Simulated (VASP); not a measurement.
Wanted: the native input for a VASP 6.6.1 run.

| Item | Value |
| --- | --- |
| Task | single point |
| Functional | PBE |
| Potentials or basis | VASP PAW PBE potentials, release 64 (Nb_sv, Cd, Rh_pv) |
| Cutoff | 520 eV |
| k mesh | 4 × 4 × 4 |
| Occupations | gaussian, width 0.1 eV |
| Spin | no spin polarisation |
| Dipole correction | no |
| Further INCAR settings | ALGO = Fast; EDIFF = 1e-06; NBANDS = 40 |

The structure of NbCd3Rh lies in POSCAR:

```
NbCd3Rh
1.0
    4.5636820491      0.0000000000      0.0000000000
    0.0000000000      4.5636820491      0.0000000000
    0.0000000000      0.0000000000      4.5636820491
Nb Cd Rh
1 3 1
Direct
    0.0000000000      0.0000000000      0.0000000000
    0.0000000000      0.5000000000      0.5000000000
    0.5000000000      0.0000000000      0.5000000000
    0.5000000000      0.5000000000      0.0000000000
    0.5000000000      0.5000000000      0.5000000000
```

These files were run (other wordings do the same):

INCAR

```
SYSTEM = NbCd3Rh
PREC     = Accurate       ! precision mode
ENCUT    = 520            ! plane-wave cutoff, eV
EDIFF    = 1E-6           ! SCF threshold, eV
ISMEAR   = 0              ! smearing method
SIGMA    = 0.1            ! smearing width, eV
LREAL    = .FALSE.        ! projectors in reciprocal space
LASPH    = .TRUE.         ! aspherical terms in the spheres
NELM     = 60             ! most SCF steps
ALGO     = Fast           ! electronic algorithm
ISIF     = 2              ! what is computed and relaxed
LWAVE    = .FALSE.        ! write WAVECAR
LCHARG   = .TRUE.         ! write CHGCAR
GGA      = PE             ! functional
LELF     = .TRUE.         ! ELF
LVHAR    = .TRUE.       
NBANDS   = 40             ! bands
```

KPOINTS

```
Automatic mesh
0
G
  4 4 4
  0 0 0
```

Potentials or basis: VASP PAW PBE potentials, release 64 (Nb_sv, Cd, Rh_pv).

Run with:

```console
$ cat potpaw_PBE.64/Nb_sv/POTCAR potpaw_PBE.64/Cd/POTCAR potpaw_PBE.64/Rh_pv/POTCAR > POTCAR
$ mpirun -np 1 vasp_std > vasp.out
```

It gave:

| Property | Result |
| --- | --- |
| Pressure | 35.8 GPa |
| Band gap on the k mesh | zero (bands 32 and 33 overlap by 0.98 eV) |

Caveat: the cell stands under pressure.

Run time: 51 s on 1 thread of Oxide Virtual Turin-like Processor, with other jobs on the host, peak memory 0.19 GiB.
